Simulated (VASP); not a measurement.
Crystal: PbS.

```xyz
2
Lattice="2.1127 1.2197 3.4519 -2.1127 1.2197 3.4519 0.0000 -2.4395 3.4519" Properties=species:S:1:pos:R:3 pbc="T T T"
Pb    0.0000    0.0000   10.1545
S     0.0000    0.0000    4.9193
```

Base run:

```yaml
Program: VASP 6.6.1
Functional: PBE
Potentials_or_basis: VASP PAW PBE potentials, release 64 (Pb_d, S)
Cutoff: 500 eV
k_mesh: 6 × 6 × 6
Occupations: gaussian, width 0.1 eV
Spin: no spin polarisation
```

Its results: band gap on the k mesh 0.46 eV; pressure 0.8 GPa; largest force 0.012 eV/Å.

Question: The run is repeated on the same cell with these changes: functional from PBE to RPBE. What comes out?

Answer: Band gap on the k mesh 0.56 eV; pressure 2.7 GPa; largest force 0.019 eV/Å.

RPBE binds less tightly than PBE, so the same cell stands under more pressure.

Caveats: spin-orbit coupling is left out, which moves the levels of the heavy elements; the PAW data sets were made with another functional, which shifts forces and pressure a little (at least some runs).

A k mesh can miss the band edges.
